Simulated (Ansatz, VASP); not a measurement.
**Two plane-wave programs on SnGe5Se6**

```
CELL_PARAMETERS angstrom
4.03453 0.00000 0.00000
-2.01727 3.49401 0.00000
0.00000 0.00000 19.95141
ATOMIC_POSITIONS crystal
Sn 0.00000 0.00000 0.00000
Ge 0.66667 0.33333 0.17483
Ge 0.33333 0.66667 0.33740
Ge 0.00000 0.00000 0.50000
Ge 0.66667 0.33333 0.66260
Ge 0.33333 0.66667 0.82517
Se 0.33333 0.66667 0.09403
Se 0.00000 0.00000 0.25633
Se 0.66667 0.33333 0.41876
Se 0.33333 0.66667 0.58124
Se 0.00000 0.00000 0.74367
Se 0.66667 0.33333 0.90597
```

Alike in both runs: functional PBE; k mesh 6 × 6 × 1; occupations gaussian, width 0.1 eV; no spin polarisation.

Ansatz relaxed the structure, and its values are those at the end. VASP's run is a single point on that final structure, the one shown.

```csv
,VASP,Ansatz
version,VASP 6.6.1,Ansatz 0.2.0
potentials or method,"VASP PAW PBE potentials, release 64 (Sn_d, Ge_d, Se), cutoff 520 eV","scalar-relativistic, plane waves, PAW"
valence electrons in the cell,120,180
```

|  | VASP | Ansatz | Ansatz less VASP |
| --- | --- | --- | --- |
| gap on the k mesh at the Fermi level (eV) | 0.09 | 0.09 | -0.002 |
| least direct gap on the mesh (eV) | 0.17 | 0.17 | -0.002 |
| pressure (GPa) | 0.0 | 0.0 | -0.03 |
| rms of the force components (eV/Å) | 0.005 | 0.006 | +0.0004 |

VASP's potentials hold 120 valence electrons a cell and Ansatz's 180, so a difference there can come from the potentials and not from the codes.
